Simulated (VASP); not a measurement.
# Si in VASP: further runs

Aim: see how the results for Si move with the level of theory and the settings. Levels: r2SCAN, PBE+D3(BJ). Tasks: single point, relaxation of the atoms.

All numbers are computed with VASP 6.6.1; they aren't measurements. Logs are shortened: lines on timing, memory, paths and dates and some standing lists are left out, and cuts for length are marked.

### Step 1. The cell of the first run

The cell holds a slab with vacuum, 2 atoms: a = 3.847 Å, b = 3.847 Å, c = 28.000 Å, α = 90.00°, β = 90.00°, γ = 120.00°.

### Step 2. Single point, r2SCAN

Input file POSCAR:

```
Si
1.0
    3.8472023606      0.0000000000      0.0000000000
   -1.9236011803      3.3317749778      0.0000000000
    0.0000000000      0.0000000000     28.0000000000
Si
2
Direct
    0.3333333333      0.6666666667      0.5084347959
    0.6666666667      0.3333333333      0.4915652041
```

Input file INCAR.step1:

```
PREC = Accurate
ENCUT = 520
ISMEAR = 0
SIGMA = 0.1
LREAL = False
LASPH = True
NELM = 100
LDIPOL = True
IDIPOL = 3
DIPOL = 0.5 0.5 0.500
NBANDS = 11
GGA = PE
ALGO = Normal
EDIFF = 1E-4
LWAVE = True
LCHARG = False
```

Input file INCAR.step2:

```
PREC = Accurate
ENCUT = 520
EDIFF = 1E-7
ISMEAR = 0
SIGMA = 0.1
LREAL = False
LASPH = True
NELM = 100
ALGO = Normal
ISIF = 2
LWAVE = False
LCHARG = False
LDIPOL = True
IDIPOL = 3
DIPOL = 0.5 0.5 0.500
METAGGA = R2SCAN
LMIXTAU = True
NBANDS = 11
ISTART = 1
```

Input file KPOINTS:

```
Automatic mesh
0
Gamma
  15 15 1
```

Potentials or basis: VASP PAW PBE potentials, release 64 (Si).

Run with:

```
cat potpaw_PBE.64/Si/POTCAR > POTCAR
cp INCAR.step1 INCAR
mpirun -np 1 vasp_std > vasp.out
cp INCAR.step2 INCAR
mpirun -np 1 vasp_std > vasp.out
```

OUTCAR:

```text
PREC = Accurate
   ENCUT = 520
   EDIFF = 1E-7
   ISMEAR = 0
   LREAL = False
   LASPH = True
   NELM = 100
   ISIF = 2
   METAGGA = R2SCAN
   ISTART = 1

 ion  position               nearest neighbor table
   1  0.333  0.667  0.508-   2 2.27   2 2.27   2 2.27
   2  0.667  0.333  0.492-   1 2.27   1 2.27   1 2.27

  LATTYP: Found a hexagonal cell.
 ALAT       =     3.8472023606
 C/A-ratio  =     7.2780159127

  Lattice vectors:

 A1 = (   3.8472023606,   0.0000000000,   0.0000000000)
 A2 = (  -1.9236011803,   3.3317749778,   0.0000000000)
 A3 = (   0.0000000000,   0.0000000000,  28.0000000000)

Analysis of symmetry for initial positions (statically):
=====================================================================
 Subroutine PRICEL returns:
 Original cell was already a primitive cell.

 Routine SETGRP: Setting up the symmetry group for a
 hexagonal supercell.

 Subroutine GETGRP returns: Found 12 space group operations
 (whereof 12 operations were pure point group operations)
 out of a pool of 24 trial point group operations.

The static configuration has the point symmetry D_3d.

Analysis of symmetry for dynamics (positions and initial velocities):
=====================================================================
 Subroutine PRICEL returns:
 Original cell was already a primitive cell.

 Routine SETGRP: Setting up the symmetry group for a
 hexagonal supercell.

 Subroutine GETGRP returns: Found 12 space group operations
 (whereof 12 operations were pure point group operations)
 out of a pool of 24 trial point group operations.

The dynamic configuration has the point symmetry D_3d.

 Subroutine INISYM returns: Found 12 space group operations
 (whereof 12 operations are pure point group operations),
 and found     1 'primitive' translations

----------------------------------------------------------------------------------------

                                     Primitive cell

  volume of cell :     358.9044

  direct lattice vectors                    reciprocal lattice vectors
     3.847202361  0.000000000  0.000000000     0.259929140  0.150070159  0.000000000
    -1.923601180  3.331774978  0.000000000     0.000000000  0.300140318  0.000000000
     0.000000000  0.000000000 28.000000000     0.000000000  0.000000000  0.035714286

  length of vectors
     3.847202361  3.847202361 28.000000000     0.300140318  0.300140318  0.035714286

  position of ions in fractional coordinates (direct lattice)
     0.333333333  0.666666667  0.508434796
     0.666666667  0.333333333  0.491565204

  ion indices of the primitive-cell ions
   primitive index   ion index
                 1           1
                 2           2

----------------------------------------------------------------------------------------

 KPOINTS: Automatic mesh

Automatic generation of k-mesh.
 Grid dimensions read from file:
 generate k-points for:   15   15    1

 Generating k-lattice:

  Cartesian coordinates                     Fractional coordinates (reciprocal lattice)
     0.017328609  0.010004677  0.000000000     0.066666667 -0.000000000  0.000000000
     0.000000000  0.020009355  0.000000000     0.000000000  0.066666667  0.000000000
     0.000000000  0.000000000  0.035714286     0.000000000  0.000000000  1.000000000

  Length of vectors
     0.020009355  0.020009355  0.035714286

  Shift w.r.t. Gamma in fractional coordinates (k-lattice)
     0.000000000  0.000000000  0.000000000

 Subroutine IBZKPT returns following result:
 ===========================================

 Found     27 irreducible k-points:

 Following reciprocal coordinates:
            Coordinates               Weight
  0.000000  0.000000  0.000000      1.000000
  0.066667  0.000000  0.000000      6.000000
  0.133333  0.000000  0.000000      6.000000
  0.200000  0.000000  0.000000      6.000000
  0.266667  0.000000  0.000000      6.000000
  0.333333  0.000000  0.000000      6.000000
[... 16 lines left out ...]
  0.333333  0.200000  0.000000     12.000000
  0.400000  0.200000  0.000000      6.000000
 [... further k-points ...]
   k-points           NKPTS =     27   k-points in BZ     NKDIM =     27   number of bands    NBANDS=     11
   number of dos      NEDOS =    301   number of ions     NIONS =      2
   total plane-waves  NPLWV = 189000
   dimension x,y,z NGX =    30 NGY =   30 NGZ =  210
   dimension x,y,z NGXF=    60 NGYF=   60 NGZF=  420
   ions per type =               2
   NGX,Y,Z   is equivalent  to a cutoff of  12.96, 12.96, 12.47 a.u.
   NGXF,Y,Z  is equivalent  to a cutoff of  25.93, 25.93, 24.94 a.u.
 SYSTEM =  unknown system
   PREC   = accura    normal or accurate (medium, high low for compatibility)
   ISTART =      1    job   : 0-new  1-cont  2-samecut
   ICHARG =      0    charge: 1-file 2-atom 10-const
   ISPIN  =      1    spin polarized calculation?
   LNONCOLLINEAR =      F non collinear calculations
   LSORBIT =      F    spin-orbit coupling
   LASPH  =      T    aspherical Exc in radial PAW
   ENCUT  =  520.0 eV  38.22 Ry    6.18 a.u.   7.15  7.15 52.06*2*pi/ulx,y,z
   NELM   =    100;   NELMIN=  2; NELMDL=  0     # of ELM steps
   EDIFF  = 0.1E-06   stopping-criterion for ELM
   LREAL  =      F    real-space projection
   EDIFFG = 0.1E-05   stopping-criterion for IOM
   NSW    =      0    number of steps for IOM
   IBRION =     -1    ionic relax: 0-MD 1-quasi-New 2-CG
   NFREE  =      0    steps in history (QN), initial steepest desc. (CG)
   ISIF   =      2    stress and relaxation
   ISYM   =      2    0-nonsym 1-usesym 2-fastsym
   POTIM  = 0.5000    time-step for ionic-motion
   TEBEG  =    0.0;   TEEND  =   0.0 temperature during run
   PSTRESS=    0.0 pullay stress
   NELECT =       8.0000    total number of electrons
   NUPDOWN=      -1.0000    fix difference up-down
   EMIN   =  10.00;   EMAX   =-10.00  energy-range for DOS
   EFERMI =   0.00;   METHOD = LEGACY
   ISMEAR =     0;   SIGMA  =   0.10  broadening in eV -4-tet -1-fermi 0-gaus
   EFERMI_NEDOS =   21; number of points for ismear=-14 and -15
   IALGO  =     38    algorithm
   IMIX   =      4    mixing-type and parameters
     AMIX     =   0.40;   BMIX     =  1.00
     AMIX_MAG =   1.60;   BMIX_MAG =  1.00
  volume/ion in A,a.u.               =     179.45      1211.00
  Fermi-wavevector in a.u.,A,eV,Ry     =   0.460729  0.870651  2.888121  0.212271
  Thomas-Fermi vector in A             =   1.447360
   LORBIT       =      0    0 simple, 1 ext, 2 COOP (PROOUT), +10 PAW based schemes
   METAGGA = R2SCAN    functional components
   LHFCALC =     F    Hartree Fock is set to
   AEXX    =    0.0000 exact exchange contribution
   IVDW    =     0    specifies the selected vdW correction
   LEPSILON=     F    determine dielectric tensor
   LRPA    =     F    only Hartree local field effects (RPA)
 non-spin polarized calculation
 Gauss-broadening in eV      SIGMA  =   0.10
  energy-cutoff  :      520.00
  volume of cell :      358.90
 maximum number of plane-waves:      9723
 NGX is ok and might be reduce to    30
   NGX = 15   NGY = 15   NGZ =105

 number of electron       8.0000001 magnetization

 dipolmoment           0.000000      0.000000     -0.000000 electrons x Angstroem

 Free energy of the ion-electron system (eV)
  ---------------------------------------------------
  ext. energy  EPLUGINS =         0.00000000
  ---------------------------------------------------
  free energy    TOTEN  =       -16.12350588 eV

  energy without entropy =      -16.12250288  energy(sigma->0) =      -16.12300438

 E-fermi :  -3.4962     XC(G=0):  -1.5128

 val. band max:       -3.4962367115   @ k =   0.3333   0.3333   0.0000
 cond. band min:      -3.4962366908   @ k =   0.3333   0.3333   0.0000
 fundamental gap:      0.0000000208
 Fermi energy:        -3.4962367009

 k-point     1 :       0.0000    0.0000    0.0000
  band No.  band energies     occupation
      1     -15.1609      2.00000
      2      -6.9055      2.00000
      3      -4.7732      2.00000
      4      -4.7732      2.00000
      5      -0.9754      0.00000
      6      -0.6894      0.00000
      7      -0.2363      0.00000
      8      -0.2363      0.00000
      9       1.1916      0.00000
     10       1.2491      0.00000
     11       1.7311      0.00000

 k-point     2 :       0.0667    0.0000    0.0000
  band No.  band energies     occupation
      1     -15.1054      2.00000
      2      -6.8622      2.00000
      3      -5.1855      2.00000
      4      -4.8751      2.00000
      5      -0.7176      0.00000
      6      -0.6529      0.00000
      7      -0.1703      0.00000
      8      -0.0274      0.00000
      9       1.2513      0.00000
     10       1.3078      0.00000
     11       1.7775      0.00000

 k-point     3 :       0.1333    0.0000    0.0000
  band No.  band energies     occupation
      1     -14.9396      2.00000
      2      -6.7847      2.00000
      3      -6.0346      2.00000
      4      -5.1293      2.00000
      5      -0.8549      0.00000
      6      -0.5550      0.00000
      7       0.5455      0.00000
      8       0.6513      0.00000
      9       1.4306      0.00000
     10       1.4800      0.00000
     11       1.8756      0.00000
[... 267 lines left out ...]
 k-point    23 :       0.3333    0.2000    0.0000
  band No.  band energies     occupation
      1     -12.6882      2.00000
      2     -10.7408      2.00000
      3      -7.5876      2.00000
      4      -4.4516      2.00000
      5      -2.6172      0.00000
      6       0.3983      0.00000
      7       1.4090      0.00000
      8       2.7094      0.00000
      9       3.2585      0.00000
     10       4.1635      0.00000
     11       4.2073      0.00000

 k-point    24 :       0.4000    0.2000    0.0000
  band No.  band energies     occupation
      1     -12.3776      2.00000
      2     -11.1125      2.00000
      3      -7.6687      2.00000
      4      -4.1647      2.00000
      5      -2.9431      0.00000
      6       0.3560      0.00000
      7       1.3127      0.00000
      8       3.2034      0.00000
      9       3.5847      0.00000
     10       4.9454      0.00000
     11       4.9899      0.00000

 [... further k-points ...]

------------------------ aborting loop because EDIFF is reached ----------------------------------------

 vacuum level on the upper side and lower side of the slab       (xc-potential included)         0.002         0.002

  FORCE on cell =-STRESS in cart. coord.  units (eV):
  Direction    XX          YY          ZZ          XY          YZ          ZX
  --------------------------------------------------------------------------------------
  -------------------------------------------------------------------------------------
  Total       -0.1392214     -0.1392214     -0.0893658     -0.0000000      0.0000000      0.0000000
  in kB       -0.6214952     -0.6214952     -0.3989360     -0.0000000      0.0000000      0.0000000
  external PRESSURE =      -0.5473088 kB  Pullay stress =       0.0000000 kB

 VOLUME and BASIS-vectors are now :
 -----------------------------------------------------------------------------
  energy-cutoff  :      520.00
  volume of cell :      358.90
      direct lattice vectors                 reciprocal lattice vectors
     3.847202361  0.000000000  0.000000000     0.259929140  0.150070159  0.000000000
    -1.923601180  3.331774978  0.000000000     0.000000000  0.300140318  0.000000000
     0.000000000  0.000000000 28.000000000     0.000000000  0.000000000  0.035714286

 POSITION                                       TOTAL-FORCE (eV/Angst)
 -----------------------------------------------------------------------------------
     -0.00000      2.22118     14.23617         0.000000      0.000000     -0.176100
      1.92360      1.11059     13.76383        -0.000000     -0.000000      0.176100
 -----------------------------------------------------------------------------------
    total drift:                               -0.000000      0.000000      0.000000

  FREE ENERGIE OF THE ION-ELECTRON SYSTEM (eV)
  ---------------------------------------------------
  free  energy   TOTEN  =       -16.1235058812 eV

  energy  without entropy=      -16.1225028775  energy(sigma->0) =      -16.12300438

 vacuum level on the upper side and lower side of the slab         1.191         1.191
```

Wall time 8.2 min (1 thread of AMD EPYC 9R45 (Zen 5), shared host); peak memory 0.48 GiB.

Results:

```
Free energy            : -16.1235 eV
Largest force          : 0.176 eV/Å
Band gap on the k mesh : zero (filled and empty bands touch)
```

Forces on the atoms (eV/Å):
```
Si   0.000  0.000 -0.176
Si   0.000  0.000  0.176
```

Caveat: the PAW data sets were made with another functional, which shifts forces and pressure a little.

(Part 1 of 2 ends here.)
